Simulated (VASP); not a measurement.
# YIn15O24 (a cell with a defect) in VASP: single point with PBE

Aim: the single point of YIn15O24 (a cell with a defect) with PBE.

Program: VASP 6.6.1. These are calculated values, not measurements. Logs are shortened: lines on timing, memory, paths and dates and some standing lists are left out, and cuts for length are marked.

## 1. The cell of the first run

The cell holds a defect, 40 atoms: a = 7.971 Å, b = 7.971 Å, c = 7.971 Å, α = 87.00°, β = 87.00°, γ = 87.00°.

## 2. Single point, PBE

The input, INCAR:

```
PREC = Accurate
ENCUT = 520
EDIFF = 1E-7
ISMEAR = -1
SIGMA = 0.01
LREAL = Auto
LASPH = True
NELM = 100
ALGO = Normal
ISIF = 2
LWAVE = False
LCHARG = True
GGA = PE
LELF = True
LVHAR = True
NBANDS = 201
```

The input, KPOINTS:

```
Automatic mesh
0
Gamma
  3 3 3
```

The input, POSCAR:

```
YIn15O24
1.0
   -5.4870000000     -3.1679209270      4.8366666667
    5.4870000000     -3.1679209270      4.8366666667
    0.0000000000      6.3358418540      4.8366666667
Y In O
1 15 24
Direct
    0.3573100000      0.3573100000      0.3573100000
    0.8573100000      0.8573100000      0.3573100000
    0.8573100000      0.3573100000      0.8573100000
    0.3573100000      0.8573100000      0.8573100000
    0.1426900000      0.1426900000      0.1426900000
    0.6426900000      0.6426900000      0.1426900000
    0.6426900000      0.1426900000      0.6426900000
    0.1426900000      0.6426900000      0.6426900000
    0.6426900000      0.6426900000      0.6426900000
    0.1426900000      0.1426900000      0.6426900000
    0.1426900000      0.6426900000      0.1426900000
    0.6426900000      0.1426900000      0.1426900000
    0.8573100000      0.8573100000      0.8573100000
    0.3573100000      0.3573100000      0.8573100000
    0.3573100000      0.8573100000      0.3573100000
    0.8573100000      0.3573100000      0.3573100000
    0.6010000000      0.3990000000      0.7500000000
    0.1010000000      0.8990000000      0.7500000000
    0.1010000000      0.3990000000      0.2500000000
    0.6010000000      0.8990000000      0.2500000000
    0.7500000000      0.6010000000      0.3990000000
    0.2500000000      0.1010000000      0.3990000000
    0.2500000000      0.6010000000      0.8990000000
    0.7500000000      0.1010000000      0.8990000000
    0.3990000000      0.7500000000      0.6010000000
    0.8990000000      0.2500000000      0.6010000000
    0.8990000000      0.7500000000      0.1010000000
    0.3990000000      0.2500000000      0.1010000000
    0.3990000000      0.6010000000      0.2500000000
    0.8990000000      0.1010000000      0.2500000000
    0.8990000000      0.6010000000      0.7500000000
    0.3990000000      0.1010000000      0.7500000000
    0.2500000000      0.3990000000      0.6010000000
    0.7500000000      0.8990000000      0.6010000000
    0.7500000000      0.3990000000      0.1010000000
    0.2500000000      0.8990000000      0.1010000000
    0.6010000000      0.2500000000      0.3990000000
    0.1010000000      0.7500000000      0.3990000000
    0.1010000000      0.2500000000      0.8990000000
    0.6010000000      0.7500000000      0.8990000000
```

Potentials or basis: VASP PAW PBE potentials, release 64 (Y_sv, In_d, O).

Run with:

```
$ cat potpaw_PBE.64/Y_sv/POTCAR potpaw_PBE.64/In_d/POTCAR potpaw_PBE.64/O/POTCAR > POTCAR
$ mpirun -np 1 vasp_std > vasp.out
```

OUTCAR:

```text
PREC = Accurate
   ENCUT = 520
   EDIFF = 1E-7
   ISMEAR = -1
   LREAL = Auto
   LASPH = True
   NELM = 100
   ISIF = 2
   GGA = PE

 ion  position               nearest neighbor table
   1  0.357  0.357  0.357-  33 2.12  29 2.12  37 2.12  28 2.26  22 2.26  19 2.26   5 3.11  10 3.24
                            11 3.24  12 3.24   6 3.61   8 3.61   7 3.61  14 3.99  14 3.99  16 3.99
   2  0.857  0.857  0.357-  34 2.12  30 2.12  38 2.12  27 2.26  21 2.26  20 2.26   6 3.11   9 3.24
                            11 3.24  12 3.24   5 3.61   8 3.61   7 3.61  13 3.99  13 3.99  16 3.99
   3  0.857  0.357  0.857-  35 2.12  31 2.12  39 2.12  26 2.26  24 2.26  17 2.26   7 3.11  12 3.24
                            10 3.24   9 3.24   8 3.61   6 3.61   5 3.61  16 3.99  16 3.99  13 3.99
   4  0.357  0.857  0.857-  36 2.12  32 2.12  40 2.12  25 2.26  23 2.26  18 2.26   8 3.11  11 3.24
                            10 3.24   9 3.24   7 3.61   6 3.61   5 3.61  15 3.99  15 3.99  13 3.99
   5  0.143  0.143  0.143-  39 2.12  30 2.12  36 2.12  28 2.26  22 2.26  19 2.26   1 3.11  14 3.24
                            15 3.24  16 3.24   2 3.61   4 3.61   3 3.61  10 3.99  10 3.99  11 3.99
   6  0.643  0.643  0.143-  40 2.12  29 2.12  35 2.12  27 2.26  21 2.26  20 2.26   2 3.11  13 3.24
                            15 3.24  16 3.24   1 3.61   4 3.61   3 3.61   9 3.99   9 3.99  11 3.99
   7  0.643  0.143  0.643-  37 2.12  32 2.12  34 2.12  26 2.26  24 2.26  17 2.26   3 3.11  16 3.24
                            14 3.24  13 3.24   4 3.61   2 3.61   1 3.61  12 3.99  12 3.99  10 3.99
   8  0.143  0.643  0.643-  38 2.12  31 2.12  33 2.12  25 2.26  23 2.26  18 2.26   4 3.11  15 3.24
                            14 3.24  13 3.24   3 3.61   2 3.61   1 3.61  11 3.99  11 3.99  10 3.99
   9  0.643  0.643  0.643-  21 2.12  17 2.12  25 2.12  34 2.26  40 2.26  31 2.26  13 3.11   2 3.24
[... 37 lines left out ...]
  39  0.101  0.250  0.899-   5 2.12   3 2.12  10 2.26  14 2.26
  40  0.601  0.750  0.899-   6 2.12   4 2.12   9 2.26  13 2.26

  LATTYP: Found a trigonal (rhomboedric) cell.
 ALAT       =     7.9709620777
 COS(alpha) =     0.0522835256

  Lattice vectors:

 A1 = (  -5.4870000000,  -3.1679209270,   4.8366666667)
 A2 = (   5.4870000000,  -3.1679209270,   4.8366666667)
 A3 = (   0.0000000000,   6.3358418540,   4.8366666667)

Analysis of symmetry for initial positions (statically):
=====================================================================
 Subroutine PRICEL returns:
 Original cell was already a primitive cell.

 Routine SETGRP: Setting up the symmetry group for a
 trigonal (rhombohedral) supercell.

 Subroutine GETGRP returns: Found  3 space group operations
 (whereof  3 operations were pure point group operations)
 out of a pool of 12 trial point group operations.

The static configuration has the point symmetry C_3 .

[... 179 lines left out ...]
   PSTRESS=    0.0 pullay stress
   NELECT =     350.0000    total number of electrons
   NUPDOWN=      -1.0000    fix difference up-down
   EMIN   =  10.00;   EMAX   =-10.00  energy-range for DOS
   EFERMI =   0.00;   METHOD = LEGACY
   ISMEAR =    -1;   SIGMA  =   0.01  broadening in eV -4-tet -1-fermi 0-gaus
   EFERMI_NEDOS =   21; number of points for ismear=-14 and -15
   IALGO  =     38    algorithm
   IMIX   =      4    mixing-type and parameters
     AMIX     =   0.40;   BMIX     =  1.00
     AMIX_MAG =   1.60;   BMIX_MAG =  1.00
  volume/ion in A,a.u.               =      12.61        85.10
  Fermi-wavevector in a.u.,A,eV,Ry     =   1.449312  2.738803 28.579117  2.100506
  Thomas-Fermi vector in A             =   2.567053
   LORBIT       =      0    0 simple, 1 ext, 2 COOP (PROOUT), +10 PAW based schemes
   GGA     = PE    functional components
   LHFCALC =     F    Hartree Fock is set to
   AEXX    =    0.0000 exact exchange contribution
   IVDW    =     0    specifies the selected vdW correction
   LEPSILON=     F    determine dielectric tensor
   LRPA    =     F    only Hartree local field effects (RPA)
 non-spin polarized calculation
  energy-cutoff  :      520.00
  volume of cell :      504.44
 maximum number of plane-waves:     13620
   NGX = 29   NGY = 29   NGZ = 29

 number of electron     350.0000015 magnetization

 Free energy of the ion-electron system (eV)
  ---------------------------------------------------
  ext. energy  EPLUGINS =         0.00000000
  ---------------------------------------------------
  free energy    TOTEN  =      -229.53750379 eV

  energy without entropy =     -229.53750379  energy(sigma->0) =     -229.53750379

 E-fermi :   5.7885     XC(G=0): -11.2290

 val. band max:        5.4281773963   @ k =   0.0000   0.0000   0.0000
 cond. band min:       6.9830297999   @ k =   0.0000   0.0000   0.0000
 fundamental gap:      1.5548524036
 Fermi energy:         5.7885158459

 k-point     1 :       0.0000    0.0000    0.0000
  band No.  band energies     occupation
      1     -33.3924      2.00000
      2     -14.3002      2.00000
      3     -14.3002      2.00000
      4     -14.1623      2.00000
      5     -12.1585      2.00000
      6     -11.7231      2.00000
[... 1129 lines left out ...]
    186      11.4989      0.00000
    187      11.5286      0.00000
 [bands above 187 left out]

------------------------ aborting loop because EDIFF is reached ----------------------------------------

  FORCE on cell =-STRESS in cart. coord.  units (eV):
  Direction    XX          YY          ZZ          XY          YZ          ZX
  --------------------------------------------------------------------------------------
  -------------------------------------------------------------------------------------
  Total       34.7185642     34.7185642     29.6350812     -0.0000008      0.0000000      0.0000000
  in kB      110.2720980    110.2720980     94.1260867     -0.0000026      0.0000000      0.0000000
  external PRESSURE =     104.8900942 kB  Pullay stress =       0.0000000 kB

 VOLUME and BASIS-vectors are now :
 -----------------------------------------------------------------------------
  energy-cutoff  :      520.00
  volume of cell :      504.44
      direct lattice vectors                 reciprocal lattice vectors
    -5.487000000 -3.167920927  4.836666667    -0.091124476 -0.052610741  0.068917988
     5.487000000 -3.167920927  4.836666667     0.091124476 -0.052610741  0.068917988
     0.000000000  6.335841854  4.836666667     0.000000000  0.105221482  0.068917988

 POSITION                                       TOTAL-FORCE (eV/Angst)
 -----------------------------------------------------------------------------------
      0.00000      0.00000      5.18457        -0.000000     -0.000000      0.295055
      0.00000     -3.16792     10.02123         0.036154     -0.026485      0.038265
     -2.74350      1.58396     10.02123        -0.041014     -0.018068      0.038265
      2.74350      1.58396     10.02123         0.004860      0.044553      0.038265
      0.00000      0.00000      2.07043        -0.000000     -0.000000     -0.271980
      0.00000     -3.16792      6.90710         0.101267     -0.081361      0.010390
[... 32 lines left out ...]
      0.81756      4.58398      6.04583        -0.081524     -0.062238      0.004183
      0.81756      1.41606     10.88250        -0.074812     -0.134984     -0.010850
 -----------------------------------------------------------------------------------
    total drift:                               -0.000000      0.000000     -0.008545

  FREE ENERGIE OF THE ION-ELECTRON SYSTEM (eV)
  ---------------------------------------------------
  free  energy   TOTEN  =      -229.5375037937 eV

  energy  without entropy=     -229.5375037937  energy(sigma->0) =     -229.53750379
```

stdout:

```text
POSCAR found type information on POSCAR Y InO
 POSCAR found :  3 types and      40 ions
 scaLAPACK will be used
 LDA part: xc-table for (Slater+PW92), standard interpolation
 POSCAR, INCAR and KPOINTS ok, starting setup
 FFT: planning ... GRIDC
 FFT: planning ... GRID_SOFT
 FFT: planning ... GRID
 WAVECAR not read
 entering main loop
```

Run time: 17 min. Hardware: 1 thread of Intel Xeon Platinum 8559C (Emerald Rapids), shared host; peak memory 0.74 GiB.

What came out:

* Free energy: -229.5375 eV
* Pressure: 10.5 GPa
* Largest force: 1.122 eV/Å
* Band gap on the k mesh: 1.55 eV

Forces on the atoms (eV/Å):
```
Y    0.000  0.000  0.295
In   0.036 -0.026  0.038
In  -0.041 -0.018  0.038
In   0.005  0.045  0.038
In   0.000  0.000 -0.272
In   0.101 -0.081  0.010
In  -0.121 -0.047  0.010
In   0.020  0.128  0.010
In   0.000  0.000  0.092
In   0.017  0.173 -0.056
In   0.142 -0.102 -0.056
In  -0.159 -0.072 -0.056
In   0.000  0.000  0.015
In   0.030  0.077 -0.061
In   0.052 -0.064 -0.061
In  -0.081 -0.013 -0.061
O   -0.115 -0.019 -0.025
O   -0.151 -0.005 -0.003
O    0.288  0.073 -0.445
O   -0.124 -0.011  0.045
O    0.074 -0.090 -0.025
O   -0.207  0.212 -0.445
O    0.071 -0.102  0.045
O    0.080 -0.128 -0.003
O    0.041  0.109 -0.025
O    0.053  0.113  0.045
O    0.071  0.134 -0.003
O   -0.080 -0.286 -0.445
O    0.642 -0.772  0.501
O    0.095 -0.039  0.004
O    0.154  0.003 -0.011
O    0.147 -0.053 -0.042
O    0.347  0.942  0.501
O   -0.079  0.132 -0.011
O   -0.027  0.154 -0.042
O   -0.013  0.102  0.004
O   -0.990 -0.171  0.501
O   -0.120 -0.101 -0.042
O   -0.082 -0.062  0.004
O   -0.075 -0.135 -0.011
```

Levels at points of the mesh, in eV from the valence-band top:
```
           k point  band 173  band 174  band 175  band 176  band 177  band 178
(0.00, 0.00, 0.00)     -0.04     -0.04      0.00      1.55      5.14      5.14
```

Caveat: spin-orbit coupling is left out, which moves the levels of the heavy elements.
